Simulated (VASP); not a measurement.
A run of VASP 6.6.1 is set up as follows.

Contents of INCAR:

```
PREC = Accurate
ENCUT = 520
EDIFF = 1E-7
ISMEAR = 0
SIGMA = 0.1
LREAL = False
LASPH = True
NELM = 100
ALGO = Normal
ISIF = 2
LWAVE = False
LCHARG = False
GGA = PE
NBANDS = 23
```

File KPOINTS:

```
regular mesh
0
Gamma
  18 18 10
```

POSCAR

```
HfN
1.0
    3.1592395417      0.0000000000      0.0000000000
   -1.5796197708      2.7359816997      0.0000000000
    0.0000000000      0.0000000000      5.4513431999
Hf N
2 2
Direct
    0.6666666667      0.3333333333      0.7500000000
    0.3333333333      0.6666666667      0.2500000000
    0.0000000000      0.0000000000      0.0000000000
    0.0000000000      0.0000000000      0.5000000000
```

Potentials or basis: VASP PAW PBE potentials, release 64 (Hf_pv, N).

Command:

```sh
$ cat potpaw_PBE.64/Hf_pv/POTCAR potpaw_PBE.64/N/POTCAR > POTCAR
$ mpirun -np 1 vasp_std > vasp.out
```

Question: Predict the band gap on the k mesh.

Answer: Zero (bands 15 and 16 overlap by 2.25 eV).

Question: Estimate the pressure.

Answer: -2.2 GPa.

Stress tensor (GPa, compression positive):
```
-2.32  0.00  0.00
 0.00 -2.32  0.00
 0.00  0.00 -2.07
```

Caveat: spin-orbit coupling is left out, which moves the levels of the heavy elements.
